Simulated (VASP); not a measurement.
Write the native input for VASP 6.6.1 that does the following.

| Item | Value |
| --- | --- |
| Task | single point |
| Functional | PBE |
| Potentials or basis | VASP PAW PBE potentials, release 64 (W_sv, C) |
| Cutoff | 600 eV |
| k mesh | 10 × 10 × 9 |
| Occupations | gaussian, width 0.029 eV |
| Spin | no spin polarisation |
| Dipole correction | no |
| Further INCAR settings | ALGO = Normal; EDIFF = 1e-06; NBANDS = 16 |

The structure of WC (Qusongite) lies in POSCAR:

```
WC
1.0
    2.9065000000      0.0000000000      0.0000000000
   -1.4532500000      2.5171028361      0.0000000000
    0.0000000000      0.0000000000      2.8366000000
W C
1 1
Direct
    0.0000000000      0.0000000000      0.0000000000
    0.6666666667      0.3333333333      0.5000000000
```

The input as run:

INCAR

```
PREC = Accurate ; ENCUT = 600
EDIFF = 1E-6 ; ISMEAR = 0
SIGMA = 0.028999999999999998 ; LREAL = F
LASPH = T ; NELM = 120
ALGO = Normal ; ISIF = 2
LWAVE = F ; LCHARG = T
GGA = PE ; LELF = T
LVHAR = T ; NBANDS = 16
GGA_COMPAT = F
```

KPOINTS

```
regular mesh
0
Gamma
  10 10 9
```

Potentials or basis: VASP PAW PBE potentials, release 64 (W_sv, C).

Run with:

```bash
$ cat potpaw_PBE.64/W_sv/POTCAR potpaw_PBE.64/C/POTCAR > POTCAR
$ mpirun -np 1 vasp_std > vasp.out
```

It gave:

```json
{
 "Pressure": "6.7 GPa",
 "Band gap on the k mesh": "zero (band 9 reaches 11.73 eV, above the bottom of band 10 at 10.54 eV)"
}
```

Caveat: spin-orbit coupling is left out, which moves the levels of the heavy elements.

Wall time 25 s on 1 thread of Intel Xeon 8259CL, on a shared host, peak memory 0.16 GiB.
